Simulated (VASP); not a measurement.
Runs of VASP 6.6.1 on InSb3. The structure is that of space group R-3m (No. 166), or close to it. The cells are those of the table. 

```tsv
cell	gap on the mesh (eV)	pressure (GPa)
a = 4.868 Å, angles 93.9°, 4 atoms	none	(b)
a = 4.816 Å, angles 87.3°, 4 atoms	none	0.2
a = 4.820 Å, angles 93.9°, 4 atoms	none	(a)
a = 4.768 Å, angles 87.3°, 4 atoms	none	1.9
a = 4.820 Å, angles 85.9°, 4 atoms	none	0.6
a = 4.868 Å, angles 86.0°, 4 atoms	none	-0.9
a = 4.816 Å, angles 92.6°, 4 atoms	none	0.2
a = 4.768 Å, angles 92.7°, 4 atoms	none	1.8
```

Alike in all rows: task single point; level PBE; potentials or basis VASP PAW PBE potentials, release 64 (In_d, Sb); no spin polarisation; k mesh 8 × 8 × 8; cutoff (eV) 520; smearing gaussian 0.15 eV.

**Question.** Fill in the values left out.

**Answer.** (a) 0.5; (b) -1.0.

Caveats: spin-orbit coupling is left out, which moves the levels of the heavy elements.

A k mesh can miss the band edges, and the runs leave out spin-orbit coupling on In, Sb.

A gap of «none» marks levels without a gap at the run's occupations.
